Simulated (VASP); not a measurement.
Set up this calculation in VASP 6.6.1, as the native input.

```
Task                   : single point
Functional             : PBE
Potentials or basis    : VASP PAW PBE potentials, release 64 (Ag, W_sv)
Cutoff                 : 520 eV
k mesh                 : 18 × 18 × 18
Occupations            : gaussian, width 0.1 eV
Spin                   : no spin polarisation
Dipole correction      : no
Further INCAR settings : ALGO = Fast; EDIFF = 1e-06; NBANDS = 26
```

The structure of AgW2 lies in POSCAR:

```
AgW2
1.0
    1.5354305045      0.8864812151      6.5801342789
   -1.5354305045      0.8864812151      6.5801342789
    0.0000000000     -1.7729624301      6.5801342789
Ag W
1 2
Direct
    0.0000000000      0.0000000000      0.0000000000
    0.7880662970      0.7880662970      0.7880662970
    0.2119337030      0.2119337030      0.2119337030
```

These files were run (other wordings do the same):

INCAR

```
SYSTEM = AgW2
ALGO = Fast ; EDIFF = 1E-6
ENCUT = 520 ; GGA = PE
ISIF = 2 ; ISMEAR = 0
LASPH = .TRUE. ; LCHARG = .FALSE.
LREAL = .FALSE. ; LWAVE = .FALSE.
NBANDS = 26 ; NELM = 60
PREC = Accurate ; SIGMA = 0.1
```

KPOINTS

```
k-points
0
G
  18 18 18
  0 0 0
```

Potentials or basis: VASP PAW PBE potentials, release 64 (Ag, W_sv).

Launch:

```console
$ cat potpaw_PBE.64/Ag/POTCAR potpaw_PBE.64/W_sv/POTCAR > POTCAR
$ mpirun -np 1 vasp_std > vasp.out
```

Results of the run:

```yaml
Pressure: 0.5 GPa
Largest_force: 0.079 eV/Å
```

Run time: 54 min on 1 thread of AMD EPYC 9R45 96-Core Processor (Zen 5), on a shared host, peak memory 0.92 GiB.
